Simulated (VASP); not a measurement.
HfB2: relaxation of cell and atoms with PBE+U

HfB2:

```
Hf B
1.0
     3.14000    0.00000    0.00000
    -1.57000    2.71932    0.00000
     0.00000    0.00000    3.48000
Hf B
1 2
Cartesian
  0.0000 0.0000 0.0000
  1.5700 0.9064 1.7400
  0.0000 1.8129 1.7400
```

```
Program                : VASP 6.6.1
Task                   : relaxation of cell and atoms
Functional             : PBE
Potentials or basis    : VASP PAW PBE potentials, release 64 (Hf_pv, B)
Cutoff                 : 600 eV
k mesh                 : 10 × 10 × 8
Occupations            : fermi-dirac, width 0.05 eV
Spin                   : no spin polarisation
Hubbard terms          : Hf d U = 1.0 eV
Dipole correction      : no
Further INCAR settings : ALGO = Normal; EDIFF = 1e-06; IBRION = 2; EDIFFG = -0.01; NSW = 60; ISIF = 3
```

```yaml
Relaxed_volume: 10.06 Å³/atom
Relaxed_cell: a = 3.150 Å, b = 3.150 Å, c = 3.512 Å, α = 90.00°, β = 90.00°, γ = 120.00°
Space_group_after_relaxing_to_0.05_Å: P6/mmm (No. 191)
Energy_gained_by_relaxing: 2.0 meV/atom
Ionic_steps: 4
Pressure_after_relaxing: 0.0 GPa
Band_gap_on_the_k_mesh: zero (band 8 reaches 8.34 eV, above the bottom of band 9 at 7.45 eV)
```

Step by step:
```tsv
step	energy change (eV)	largest force (eV/Å)	pressure (GPa)	volume (Å³)
1	0.0000	0.0000	3.84	29.71
2	0.0022	0.0000	-4.55	30.75
3	-0.0058	0.0000	-0.13	30.19
4	-0.0061	0.0000	-0.01	30.18
```

Final structure:
```yaml
crystal:
  lattice:
    - [3.15005, 0.00000, 0.00000]
    - [-1.57502, 2.72802, 0.00000]
    - [0.00000, 0.00000, 3.51172]
  atoms:
    - { symbol: Hf, position: [0.00000, 0.00000, 0.00000] }
    - { symbol: B, position: [0.66667, 0.33333, 0.50000] }
    - { symbol: B, position: [0.33333, 0.66667, 0.50000] }
```

Levels at points of the mesh, in eV from the Fermi level:
| k point | band 6 | band 7 | band 8 | band 9 | band 10 | band 11 |
| --- | --- | --- | --- | --- | --- | --- |
| (0.00, 0.00, 0.00) | -2.84 | -2.75 | -2.75 | 4.13 | 4.13 | 4.64 |
| (0.50, 0.00, 0.00) | -4.02 | -3.38 | -2.70 | 2.05 | 2.84 | 5.55 |
| (0.00, 0.00, 0.50) | -1.14 | -1.14 | 0.49 | 0.49 | 1.13 | 1.13 |
| (0.50, 0.00, 0.50) | -4.81 | -4.60 | -2.72 | 3.94 | 4.14 | 6.33 |

Eigenvalues of the final occupation matrices:
```
    site  spin  trace               eigenvalues
site 1 d     1   0.91  0.16 0.18 0.18 0.19 0.19
site 1 d     2   0.91  0.16 0.18 0.18 0.19 0.19
```

Wall time 62 s on 1 thread of Intel(R) Xeon(R) Platinum 8259CL CPU @ 2.50GHz (Skylake/Cascade Lake), on a shared host, peak memory 0.19 GiB.

Caveat: spin-orbit coupling is left out, which moves the levels of the heavy elements; U without spin polarisation on a metal has little footing; the U is typed as a test and isn't derived for this compound. PBE usually gives volumes a little too large and moduli too small.
